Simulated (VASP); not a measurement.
The system is InBS3.

```
In B S
1.0
     3.11175    1.79657    5.08147
    -3.11175    1.79657    5.08147
     0.00000   -3.59314    5.08147
In B S
2 2 6
Direct
  0.75000 0.75000 0.75000
  0.25000 0.25000 0.25000
  0.50000 0.50000 0.50000
  0.00000 0.00000 0.00000
  0.81014 0.25000 0.68986
  0.68986 0.81014 0.25000
  0.25000 0.68986 0.81014
  0.18986 0.75000 0.31014
  0.31014 0.18986 0.75000
  0.75000 0.31014 0.18986
```

| Item | Value |
| --- | --- |
| Program | VASP 6.6.1 |
| Task | relaxation of cell and atoms |
| Functional | PBE |
| Potentials or basis | VASP PAW PBE potentials, release 64 (In_d, B, S) |
| Cutoff | 600 eV |
| k mesh | 4 × 4 × 4 |
| Occupations | gaussian, width 0.1 eV |
| Spin | no spin polarisation |

At the start: pressure -5.2 GPa; volume 17.04 Å³/atom.

Question: Where does the relaxation end?

Answer: Over 9 steps the energy falls by 99.9 meV/atom and the volume is 16.35 Å³/atom (-4.1 %); space group R-3c (No. 167, to 0.05 Å).

The path:
```
step  energy change (eV)  largest force (eV/Å)  pressure (GPa)  volume (Å³)
   1              0.0000                0.9459           -5.17       170.45
   2             -0.4471                0.9687            1.67       157.22
   3             -0.4602                0.9276            3.50       154.53
   4             -0.7946                0.4669            4.33       154.79
   5             -0.8571                0.0421            5.14       154.93
   6             -0.9591                0.0463           -2.54       168.32
   7             -0.9970                0.0395           -0.13       163.49
   8             -0.9969                0.0401           -0.22       163.66
   9             -0.9988                0.0173           -0.14       163.49
```

Final structure:
```
In B S
1.0
     3.04804    1.75979    5.07997
    -3.04804    1.75979    5.07997
     0.00000   -3.51957    5.07997
In B S
2 2 6
Direct
  0.75000 0.75000 0.75000
  0.25000 0.25000 0.25000
  0.50000 0.50000 0.50000
  0.00000 0.00000 0.00000
  0.84246 0.25000 0.65754
  0.65754 0.84246 0.25000
  0.25000 0.65754 0.84246
  0.15754 0.75000 0.34246
  0.34246 0.15754 0.75000
  0.75000 0.34246 0.15754
```
